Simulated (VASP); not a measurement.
**SmNb: single point with PBE**

Crystal: SmNb.

```
Sm Nb
1.0
     2.96266   -2.97186    0.00000
     2.96266    2.97186    0.00000
     0.00000    0.00000    2.87852
Sm Nb
1 1
Direct
  0.00000 0.00000 0.50000
  0.50000 0.50000 0.50000
```

The cell was built from a structure type or drawn by symmetry, and may not be a known phase.

| Quantity | Value |
| --- | --- |
| Program | VASP 6.6.1 |
| Task | single point |
| Functional | PBE |
| Potentials or basis | VASP PAW PBE potentials, release 64 (Sm_3, Nb_sv), 4f in core |
| Cutoff | 500 eV |
| k mesh | 5 × 5 × 6 |
| Occupations | gaussian, width 0.2 eV |
| Spin | no spin polarisation |

* Pressure: 0.4 GPa
* Band gap on the k mesh: zero (bands 12 and 13 overlap by 1.25 eV)

Stress tensor (GPa, compression positive):
```
0.59 0.00 0.00
0.00 0.17 0.00
0.00 0.00 0.51
```

Levels at points of the mesh, in eV from the Fermi level:
| k point | band 9 | band 10 | band 11 | band 12 | band 13 | band 14 | band 15 | band 16 |
| --- | --- | --- | --- | --- | --- | --- | --- | --- |
| (0.00, 0.00, 0.00) | -4.62 | -3.06 | -1.86 | -1.81 | -0.07 | 2.68 | 2.70 | 5.37 |
| (0.00, 0.00, 0.50) | -1.77 | -1.74 | -1.65 | -1.46 | -0.88 | 1.13 | 2.41 | 2.45 |

It took 11 s on 1 thread of Intel(R) Xeon(R) Platinum 8481C CPU @ 2.70GHz (Sapphire Rapids), with other jobs on the host, peak memory 0.18 GiB.

Caveat: the k points lie up to 0.36 Å⁻¹ apart, too coarse for converged energies and pressures of a metal; spin-orbit coupling is left out, which moves the levels of the heavy elements; the 4f electrons are frozen in the core, so they carry no moment and show no levels. Spin polarisation is off, so any magnetic state and its effect on volume and gap are missing.
